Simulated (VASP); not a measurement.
CoSi (rocksalt type): single point with LDA

CoSi (rocksalt type):

```xyz
2
Lattice="0.0000 2.2384 2.2384 2.2384 0.0000 2.2384 2.2384 2.2384 0.0000" Properties=species:S:1:pos:R:3 pbc="T T T"
Co    0.0000    0.0000    0.0000
Si    2.2384    2.2384    2.2384
```

This cell differs from its parent crystal: volume scaled by 0.94.

* Program: VASP 6.6.1
* Task: single point
* Functional: LDA
* Potentials or basis: VASP PAW LDA potentials, release 64 (Co, Si)
* Cutoff: 520 eV
* k mesh: 14 × 14 × 14
* Occupations: fermi-dirac, width 0.1 eV
* Spin: no spin polarisation

* Pressure: 13.9 GPa

Levels at points of the mesh, in eV from the Fermi level:
```csv
k point,band 3,band 4,band 5,band 6,band 7,band 8,band 9,band 10
"(0.00, 0.00, 0.00)",-2.38,-2.38,-2.28,-2.28,4.95,4.95,4.95,11.38
"(0.50, 0.00, 0.00)",-3.49,-3.49,-1.13,-1.13,-0.27,7.02,7.02,7.38
"(0.50, 0.50, 0.00)",-3.78,-1.74,-0.84,-0.84,0.05,0.05,0.26,5.75
```

Run time: 17 s on 1 thread of Intel Xeon 6975P-C, with other jobs on the host, peak memory 0.15 GiB.

 Spin polarisation is off, so any magnetic state and its effect on volume and gap are missing.
